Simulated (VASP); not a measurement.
**Pd: single point with PBEsol**

Crystal: Pd.

```xyz
1
Lattice="0.0000 1.9830 1.9830 1.9830 0.0000 1.9830 1.9830 1.9830 0.0000" Properties=species:S:1:pos:R:3 pbc="T T T"
Pd    0.0000    0.0000    0.0000
```

This cell differs from its parent crystal: volume scaled by 1.06.

```yaml
Program: VASP 6.6.1
Task: single point
Functional: PBEsol
Potentials_or_basis: VASP PAW PBE potentials, release 64 (Pd)
Cutoff: 520 eV
k_mesh: 18 × 18 × 18
Occupations: fermi-dirac, width 0.05 eV
Spin: no spin polarisation
Dipole_correction: no
Further_INCAR_settings: ALGO = Normal; EDIFF = 1e-06; NBANDS = 11
```

The pressure is -12.0 GPa and the band gap on the k mesh is zero (band 5 reaches 8.97 eV, above the bottom of band 6 at 7.53 eV).

Levels at points of the mesh, in eV from the Fermi level:
```tsv
k point	band 3	band 4	band 5	band 6	band 7	band 8
(0.00, 0.00, 0.00)	-2.61	-2.61	-1.12	-1.12	17.08	21.54
(0.50, 0.00, 0.00)	-2.65	-0.03	-0.03	1.04	6.83	16.43
(0.50, 0.50, 0.00)	-0.05	0.26	0.26	3.26	10.14	12.81
```

It took 17 s on 1 thread of Intel Xeon 6975P-C (shared host), peak memory 0.17 GiB.

Caveat: the PAW data sets were made with another functional, which shifts forces and pressure a little.
